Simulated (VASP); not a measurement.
# NaP2 (P-1) in VASP: single point with r2SCAN

Aim: the single point of NaP2 with r2SCAN.

Everything below comes from runs of VASP 6.6.1. Logs are shortened: lines on timing, memory, paths and dates and some standing lists are left out, and cuts for length are marked.

### 1 The cell of the first run

The typed cell holds 6 atoms: a = 3.277 Å, b = 5.633 Å, c = 6.968 Å, α = 98.04°, β = 93.32°, γ = 104.47°.

### 2 Single point, r2SCAN

The input, POSCAR:

```
NaP2
1.0
    3.2766357000      0.0000000000      0.0000000000
   -1.4078808000      5.4543836000      0.0000000000
   -0.4039986000     -1.1104283000      6.8674647000
Na P
2 4
Direct
    0.1221650000      0.7891170000      0.1735600000
    0.8778350000      0.2108830000      0.8264400000
    0.6102570000      0.6765970000      0.7841050000
    0.9057920000      0.3021780000      0.4254190000
    0.3897430000      0.3234030000      0.2158950000
    0.0942080000      0.6978220000      0.5745810000
```

The input, INCAR.step1:

```
SYSTEM = NaP2
PREC     = Accurate       ! precision mode
ENCUT    = 520            ! plane-wave cutoff, eV
ISMEAR   = 0              ! smearing method
SIGMA    = 0.02           ! smearing width, eV
LREAL    = .False.        ! projectors in reciprocal space
LASPH    = .True.         ! aspherical terms in the spheres
NELM     = 100            ! most SCF steps
NBANDS   = 26             ! bands
GGA      = PE             ! functional
ALGO     = Normal         ! electronic algorithm
EDIFF    = 1E-4           ! SCF threshold, eV
LWAVE    = .True.         ! write WAVECAR
LCHARG   = .False.        ! write CHGCAR
```

The input, INCAR.step2:

```
SYSTEM = NaP2
PREC     = Accurate       ! precision mode
ENCUT    = 520            ! plane-wave cutoff, eV
EDIFF    = 1E-6           ! SCF threshold, eV
ISMEAR   = 0              ! smearing method
SIGMA    = 0.02           ! smearing width, eV
LREAL    = .False.        ! projectors in reciprocal space
LASPH    = .True.         ! aspherical terms in the spheres
NELM     = 100            ! most SCF steps
ALGO     = Normal         ! electronic algorithm
ISIF     = 2              ! what is computed and relaxed
LWAVE    = .False.        ! write WAVECAR
LCHARG   = .True.         ! write CHGCAR
METAGGA  = R2SCAN         ! meta-GGA
LMIXTAU  = .True.       
LELF     = .True.         ! ELF
LVHAR    = .True.       
NBANDS   = 26             ! bands
ISTART   = 1
```

The input, KPOINTS:

```
regular mesh
0
Gamma
  8 6 4
  0 0 0
```

Potentials or basis: VASP PAW PBE potentials, release 64 (Na_pv, P).

The run is started by

```
$ cat potpaw_PBE.64/Na_pv/POTCAR potpaw_PBE.64/P/POTCAR > POTCAR
$ cp INCAR.step1 INCAR
$ mpirun -np 1 vasp_std > vasp.out
$ cp INCAR.step2 INCAR
$ mpirun -np 1 vasp_std > vasp.out
```

OUTCAR:

```text
SYSTEM = NaP2
   PREC = Accurate
   ENCUT = 520
   EDIFF = 1E-6
   ISMEAR = 0
   LREAL = .False.
   LASPH = .True.
   NELM = 100
   ISIF = 2
   METAGGA = R2SCAN
   ISTART = 1

 ion  position               nearest neighbor table
   1  0.122  0.789  0.174-
   2  0.878  0.211  0.826-
   3  0.610  0.677  0.784-   6 2.21   6 2.21
   4  0.906  0.302  0.425-   5 2.21   5 2.21   6 2.24
   5  0.390  0.323  0.216-   4 2.21   4 2.21
   6  0.094  0.698  0.575-   3 2.21   3 2.21   4 2.24

  LATTYP: Found a triclinic cell.
 ALAT       =     5.7656348594
 B/A-ratio  =     2.0753103439
 C/A-ratio  =     0.5683044070
 COS(alpha) =     0.0047532980
 COS(beta)  =     0.3241195368
 COS(gamma) =     0.7762179082

  Lattice vectors:

 A1 = (   1.8687549000,   5.4543836000,   0.0000000000)
 A2 = (   0.0568755000,   9.7983389000,   6.8674647000)
 A3 = (   3.2766357000,   0.0000000000,   0.0000000000)

Analysis of symmetry for initial positions (statically):
=====================================================================
 Subroutine PRICEL returns:
 Original cell was already a primitive cell.

 Routine SETGRP: Setting up the symmetry group for a
 triclinic supercell.

 Subroutine GETGRP returns: Found  2 space group operations
 (whereof  2 operations were pure point group operations)
 out of a pool of  2 trial point group operations.

The static configuration has the point symmetry S_2 .

Analysis of symmetry for dynamics (positions and initial velocities):
=====================================================================
 Subroutine PRICEL returns:
 Original cell was already a primitive cell.

 Routine SETGRP: Setting up the symmetry group for a
 triclinic supercell.

 Subroutine GETGRP returns: Found  2 space group operations
 (whereof  2 operations were pure point group operations)
 out of a pool of  2 trial point group operations.

The dynamic configuration has the point symmetry S_2 .

 Subroutine INISYM returns: Found  2 space group operations
 (whereof  2 operations are pure point group operations),
 and found     1 'primitive' translations

----------------------------------------------------------------------------------------

                                     Primitive cell

  volume of cell :     122.7355

  direct lattice vectors                    reciprocal lattice vectors
     3.276635700  0.000000000  0.000000000     0.305191084  0.078775660  0.030691311
    -1.407880800  5.454383600  0.000000000     0.000000000  0.183338774  0.029644792
    -0.403998600 -1.110428300  6.867464700     0.000000000  0.000000000  0.145614145

  length of vectors
     3.276635700  5.633154427  6.968381253     0.316684636  0.185720003  0.145614145

  position of ions in fractional coordinates (direct lattice)
     0.122165000  0.789117000  0.173560000
     0.877835000  0.210883000  0.826440000
     0.610257000  0.676597000  0.784105000
     0.905792000  0.302178000  0.425419000
     0.389743000  0.323403000  0.215895000
     0.094208000  0.697822000  0.574581000

  ion indices of the primitive-cell ions
   primitive index   ion index
                 1           1
                 2           2
                 3           3
                 4           4
                 5           5
                 6           6

----------------------------------------------------------------------------------------

 KPOINTS: regular mesh

Automatic generation of k-mesh.
 Grid dimensions read from file:
 generate k-points for:    8    6    4

 Generating k-lattice:

  Cartesian coordinates                     Fractional coordinates (reciprocal lattice)
     0.038148885  0.009846957  0.003836414     0.125000000 -0.000000000  0.000000000
     0.000000000  0.030556462  0.004940799     0.000000000  0.166666667  0.000000000
     0.000000000  0.000000000  0.036403536     0.000000000  0.000000000  0.250000000

  Length of vectors
     0.039585579  0.030953334  0.036403536

  Shift w.r.t. Gamma in fractional coordinates (k-lattice)
     0.000000000  0.000000000  0.000000000

 Subroutine IBZKPT returns following result:
 ===========================================

 Found    100 irreducible k-points:

 Following reciprocal coordinates:
            Coordinates               Weight
  0.000000  0.000000  0.000000      1.000000
  0.125000  0.000000  0.000000      2.000000
  0.250000  0.000000  0.000000      2.000000
  0.375000  0.000000  0.000000      2.000000
  0.500000  0.000000  0.000000      1.000000
  0.000000  0.166667 -0.000000      2.000000
[... 16 lines left out ...]
  0.125000  0.500000  0.000000      2.000000
  0.250000  0.500000  0.000000      2.000000
 [... further k-points ...]
   k-points           NKPTS =    100   k-points in BZ     NKDIM =    100   number of bands    NBANDS=     26
   number of dos      NEDOS =    301   number of ions     NIONS =      6
   total plane-waves  NPLWV =  54432
   dimension x,y,z NGX =    24 NGY =   42 NGZ =   54
   dimension x,y,z NGXF=    48 NGYF=   84 NGZF=  108
   ions per type =               2   4
   NGX,Y,Z   is equivalent  to a cutoff of  12.18, 12.40, 12.88 a.u.
   NGXF,Y,Z  is equivalent  to a cutoff of  24.35, 24.79, 25.77 a.u.
 SYSTEM =  NaP2
   PREC   = accura    normal or accurate (medium, high low for compatibility)
   ISTART =      1    job   : 0-new  1-cont  2-samecut
   ICHARG =      0    charge: 1-file 2-atom 10-const
   ISPIN  =      1    spin polarized calculation?
   LNONCOLLINEAR =      F non collinear calculations
   LSORBIT =      F    spin-orbit coupling
   LASPH  =      T    aspherical Exc in radial PAW
   ENCUT  =  520.0 eV  38.22 Ry    6.18 a.u.   6.09 10.47 12.96*2*pi/ulx,y,z
   NELM   =    100;   NELMIN=  2; NELMDL=  0     # of ELM steps
   EDIFF  = 0.1E-05   stopping-criterion for ELM
   LREAL  =      F    real-space projection
   EDIFFG = 0.1E-04   stopping-criterion for IOM
   NSW    =      0    number of steps for IOM
   IBRION =     -1    ionic relax: 0-MD 1-quasi-New 2-CG
   NFREE  =      0    steps in history (QN), initial steepest desc. (CG)
   ISIF   =      2    stress and relaxation
   ISYM   =      2    0-nonsym 1-usesym 2-fastsym
   POTIM  = 0.5000    time-step for ionic-motion
   TEBEG  =    0.0;   TEEND  =   0.0 temperature during run
   PSTRESS=    0.0 pullay stress
   NELECT =      34.0000    total number of electrons
   NUPDOWN=      -1.0000    fix difference up-down
   EMIN   =  10.00;   EMAX   =-10.00  energy-range for DOS
   EFERMI =   0.00;   METHOD = LEGACY
   ISMEAR =     0;   SIGMA  =   0.02  broadening in eV -4-tet -1-fermi 0-gaus
   EFERMI_NEDOS =   21; number of points for ismear=-14 and -15
   IALGO  =     38    algorithm
   IMIX   =      4    mixing-type and parameters
     AMIX     =   0.40;   BMIX     =  1.00
     AMIX_MAG =   1.60;   BMIX_MAG =  1.00
  volume/ion in A,a.u.               =      20.46       138.04
  Fermi-wavevector in a.u.,A,eV,Ry     =   1.067196  2.016709 15.495788  1.138908
  Thomas-Fermi vector in A             =   2.202805
   LORBIT       =      0    0 simple, 1 ext, 2 COOP (PROOUT), +10 PAW based schemes
   METAGGA = R2SCAN    functional components
   LHFCALC =     F    Hartree Fock is set to
   AEXX    =    0.0000 exact exchange contribution
   IVDW    =     0    specifies the selected vdW correction
   LEPSILON=     F    determine dielectric tensor
   LRPA    =     F    only Hartree local field effects (RPA)
 non-spin polarized calculation
 Gauss-broadening in eV      SIGMA  =   0.02
  energy-cutoff  :      520.00
  volume of cell :      122.74
 maximum number of plane-waves:      3330
   NGX = 13   NGY = 21   NGZ = 25

 number of electron      34.0000002 magnetization

 Free energy of the ion-electron system (eV)
  ---------------------------------------------------
  ext. energy  EPLUGINS =         0.00000000
  ---------------------------------------------------
  free energy    TOTEN  =       -45.31117937 eV

  energy without entropy =      -45.31117937  energy(sigma->0) =      -45.31117937

 E-fermi :   4.2548     XC(G=0):  -9.3990

 val. band max:        4.1382702395   @ k =   0.0000   0.5000   0.0000
 cond. band min:       5.2817322709   @ k =  -0.3750   0.1667   0.0000
 fundamental gap:      1.1434620314
 Fermi energy:         4.2547836252

 k-point     1 :       0.0000    0.0000    0.0000
  band No.  band energies     occupation
      1     -21.0570      2.00000
      2     -21.0513      2.00000
      3     -21.0467      2.00000
      4     -21.0430      2.00000
      5     -21.0305      2.00000
      6     -21.0202      2.00000
[... 18 lines left out ...]
     25      10.6475      0.00000
     26      11.7743      0.00000

 k-point     2 :       0.1250    0.0000    0.0000
  band No.  band energies     occupation
      1     -21.0600      2.00000
      2     -21.0587      2.00000
      3     -21.0516      2.00000
      4     -21.0437      2.00000
      5     -21.0292      2.00000
      6     -21.0193      2.00000
[... 18 lines left out ...]
     25      10.6978      0.00000
     26      10.9812      0.00000

 k-point     3 :       0.2500    0.0000    0.0000
  band No.  band energies     occupation
      1     -21.0810      2.00000
      2     -21.0793      2.00000
      3     -21.0506      2.00000
      4     -21.0421      2.00000
      5     -21.0259      2.00000
      6     -21.0173      2.00000
[... 572 lines left out ...]
 k-point    23 :       0.1250    0.5000    0.0000
  band No.  band energies     occupation
      1     -21.0596      2.00000
      2     -21.0594      2.00000
      3     -21.0517      2.00000
      4     -21.0459      2.00000
      5     -21.0267      2.00000
      6     -21.0216      2.00000
[... 18 lines left out ...]
     25       9.7933      0.00000
     26      11.1274      0.00000

 k-point    24 :       0.2500    0.5000    0.0000
  band No.  band energies     occupation
      1     -21.0809      2.00000
      2     -21.0795      2.00000
      3     -21.0508      2.00000
      4     -21.0437      2.00000
      5     -21.0234      2.00000
      6     -21.0194      2.00000
[... 18 lines left out ...]
     25      10.1272      0.00000
     26      10.8292      0.00000

 [... further k-points ...]

------------------------ aborting loop because EDIFF is reached ----------------------------------------

  FORCE on cell =-STRESS in cart. coord.  units (eV):
  Direction    XX          YY          ZZ          XY          YZ          ZX
  --------------------------------------------------------------------------------------
  -------------------------------------------------------------------------------------
  Total        0.8928029      0.9772616      0.4108702     -0.0005491      0.1655214      0.0218461
  in kB       11.6545605     12.7570757      5.3634594     -0.0071675      2.1607003      0.2851763
  external PRESSURE =       9.9250319 kB  Pullay stress =       0.0000000 kB

 VOLUME and BASIS-vectors are now :
 -----------------------------------------------------------------------------
  energy-cutoff  :      520.00
  volume of cell :      122.74
      direct lattice vectors                 reciprocal lattice vectors
     3.276635700  0.000000000  0.000000000     0.305191084  0.078775660  0.030691311
    -1.407880800  5.454383600  0.000000000     0.000000000  0.183338774  0.029644792
    -0.403998600 -1.110428300  6.867464700     0.000000000  0.000000000  0.145614145

 POSITION                                       TOTAL-FORCE (eV/Angst)
 -----------------------------------------------------------------------------------
     -0.78081      4.11142      1.19192         0.003802     -0.054615     -0.026712
      2.24557      0.23253      5.67555        -0.003802      0.054615      0.026712
      0.73024      2.81973      5.38481         0.004902      0.110511     -0.294004
      2.37065      1.17580      2.92155        -0.005316      0.279391     -0.312937
      0.73451      1.52423      1.48265        -0.004902     -0.110511      0.294004
     -0.90589      3.16816      3.94591         0.005316     -0.279391      0.312937
 -----------------------------------------------------------------------------------
    total drift:                               -0.000000      0.000000     -0.000000

  FREE ENERGIE OF THE ION-ELECTRON SYSTEM (eV)
  ---------------------------------------------------
  free  energy   TOTEN  =       -45.3111793711 eV

  energy  without entropy=      -45.3111793711  energy(sigma->0) =      -45.31117937
```

Wall time 5.7 min (1 thread of Intel Xeon 6975P-C (Granite Rapids), shared host); peak memory 0.39 GiB.

Results:

* Free energy: -45.3112 eV
* Pressure: 1.0 GPa
* Largest force: 0.420 eV/Å
* Band gap on the k mesh: 1.14 eV (least direct gap 1.92 eV)

Forces on the atoms (eV/Å):
```
Na   0.004 -0.055 -0.027
Na  -0.004  0.055  0.027
P    0.005  0.111 -0.294
P   -0.005  0.279 -0.313
P   -0.005 -0.111  0.294
P    0.005 -0.279  0.313
```

Stress tensor (GPa, compression positive):
```
1.17 0.00 0.03
0.00 1.28 0.22
0.03 0.22 0.54
```

Caveat: the PAW data sets were made with another functional, which shifts forces and pressure a little.
